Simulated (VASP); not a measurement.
Input of a VASP 6.6.1 run:

The input INCAR:

```
ALGO = Normal
EDIFF = 1E-6
ENCUT = 520
GGA = PE
ISIF = 2
ISMEAR = 0
ISPIN = 2
LASPH = T
LCHARG = F
LMAXMIX = 4
LORBIT = 11
LREAL = F
LWAVE = F
MAGMOM = 0 1 0 0 0 0 0 0 0 0
NBANDS = 46
NELM = 150
PREC = Accurate
SIGMA = 0.1
```

Contents of KPOINTS:

```
k-points
0
Gamma
  4 4 4
```

POSCAR

```
PdRhC4N4
1.0
    5.9068706000      0.0000000000      0.0000000000
    0.0000000000      5.9068706000      0.0000000000
    0.0000000000      0.0000000000      5.9068706000
Pd Rh C N
1 1 4 4
Direct
    0.0000000000      0.0000000000      0.0000000000
    0.5000000000      0.5000000000      0.5000000000
    0.1894243000      0.1894243000      0.1894243000
    0.1894243000      0.8105757000      0.8105757000
    0.8105757000      0.1894243000      0.8105757000
    0.8105757000      0.8105757000      0.1894243000
    0.3037826200      0.3037826200      0.3037826200
    0.3037826200      0.6962173800      0.6962173800
    0.6962173800      0.3037826200      0.6962173800
    0.6962173800      0.6962173800      0.3037826200
```

Potentials or basis: VASP PAW PBE potentials, release 64 (Pd, Rh_pv, C, N).

The run is started by

```console
$ cat potpaw_PBE.64/Pd/POTCAR potpaw_PBE.64/Rh_pv/POTCAR potpaw_PBE.64/C/POTCAR potpaw_PBE.64/N/POTCAR > POTCAR
$ mpirun -np 1 vasp_std > vasp.out
```

**Question.** What does it give for the pressure?

**Answer.** 4.0 GPa.

**Question.** What does it give for the net moment?

**Answer.** 1.02 μB per cell.

Forces on the atoms (eV/Å):
```
Pd   0.000  0.000  0.000
Rh   0.000  0.000  0.000
C   -0.324 -0.324 -0.324
C   -0.324  0.324  0.324
C    0.324 -0.324  0.324
C    0.324  0.324 -0.324
N    1.184  1.184  1.184
N    1.184 -1.184 -1.184
N   -1.184  1.184 -1.184
N   -1.184 -1.184  1.184
```

Caveat: forces of over 1 eV/Å act on the atoms, so gaps and moduli don't describe the material at rest.
